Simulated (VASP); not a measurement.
Here is a VASP 6.6.1 calculation.

File INCAR:

```
PREC = Accurate ; ENCUT = 520
EDIFF = 1E-8 ; ISMEAR = -1
SIGMA = 0.08 ; LREAL = F
LASPH = T ; NELM = 60
ALGO = Normal ; ISIF = 2
LWAVE = F ; LCHARG = F
GGA = PE ; LEFG = T
NBANDS = 12
```

Contents of KPOINTS:

```
regular mesh
0
Gamma
  19 19 19
```

File POSCAR:

```
Cu
1.0
    0.0000000000      1.8075000000      1.8255750000
    1.8075000000      0.0000000000      1.8255750000
    1.8075000000      1.8075000000      0.0000000000
Cu
1
Direct
    0.0000000000      0.0000000000      0.0000000000
```

Potentials or basis: VASP PAW PBE potentials, release 64 (Cu).

Launch:

```console
$ cat potpaw_PBE.64/Cu/POTCAR > POTCAR
$ mpirun -np 1 vasp_std > vasp.out
```

Predict the pressure.

0.8 GPa.

Stress tensor (GPa, compression positive):
```
0.95 0.00 0.00
0.00 0.95 0.00
0.00 0.00 0.50
```

Caveat: the cell differs from its parent crystal (zz strain of +1 %); without QUAD_EFG the Cq values of the log hold for a quadrupole moment of 1 mb, not for the nuclei.
